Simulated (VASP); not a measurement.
Wanted: the native input for a VASP 6.6.1 run.

* Task: relaxation of cell and atoms
* Functional: PBE
* Potentials or basis: VASP PAW PBE potentials, release 64 (Ca_sv, Sc_sv, Si)
* Cutoff: 600 eV
* k mesh: 4 × 4 × 4
* Occupations: gaussian, width 0.1 eV
* Spin: no spin polarisation
* Dipole correction: no
* Further INCAR settings: ALGO = Normal; EDIFF = 1e-06; IBRION = 2; EDIFFG = -0.04; NSW = 90; ISIF = 3

The structure of CaScSi3 lies in POSCAR:

```
CaScSi3
1.0
    4.4706758200      0.0000000000      0.0000000000
    0.0000000000      4.4706758200      0.0000000000
    0.0000000000      0.0000000000      4.4706758200
Ca Sc Si
1 1 3
Direct
    0.0000000000      0.0000000000      0.0000000000
    0.5000000000      0.5000000000      0.5000000000
    0.0000000000      0.5000000000      0.5000000000
    0.5000000000      0.0000000000      0.5000000000
    0.5000000000      0.5000000000      0.0000000000
```

These files were run (other wordings do the same):

INCAR

```
PREC = Accurate ; ENCUT = 600
EDIFF = 1E-6 ; ISMEAR = 0
SIGMA = 0.1 ; LREAL = F
LASPH = T ; NELM = 100
ALGO = Normal ; ISIF = 3
LWAVE = F ; LCHARG = F
GGA = PE ; IBRION = 2
NSW = 90 ; EDIFFG = -0.04
```

KPOINTS

```
Automatic mesh
0
Gamma
  4 4 4
```

Potentials or basis: VASP PAW PBE potentials, release 64 (Ca_sv, Sc_sv, Si).

Launch:

```sh
$ cat potpaw_PBE.64/Ca_sv/POTCAR potpaw_PBE.64/Sc_sv/POTCAR potpaw_PBE.64/Si/POTCAR > POTCAR
$ mpirun -np 1 vasp_std > vasp.out
```

It gave:

| Quantity | Value |
| --- | --- |
| Relaxed volume | 24.92 Å³/atom |
| Relaxed cell | a = 4.994 Å, b = 4.994 Å, c = 4.994 Å, α = 90.00°, β = 90.00°, γ = 90.00° |
| Space group after relaxing (to 0.05 Å) | Pm-3m (No. 221) |
| Energy gained by relaxing | 427.3 meV/atom |
| Ionic steps | 4 |
| Pressure after relaxing | 0.0 GPa |

Caveat: the volume moved by over 15 % at a fixed basis, so the end points are rough.

Wall time 60 s on 1 thread of Intel(R) Xeon(R) Platinum 8488C (Sapphire Rapids), on a shared host, peak memory 0.22 GiB.
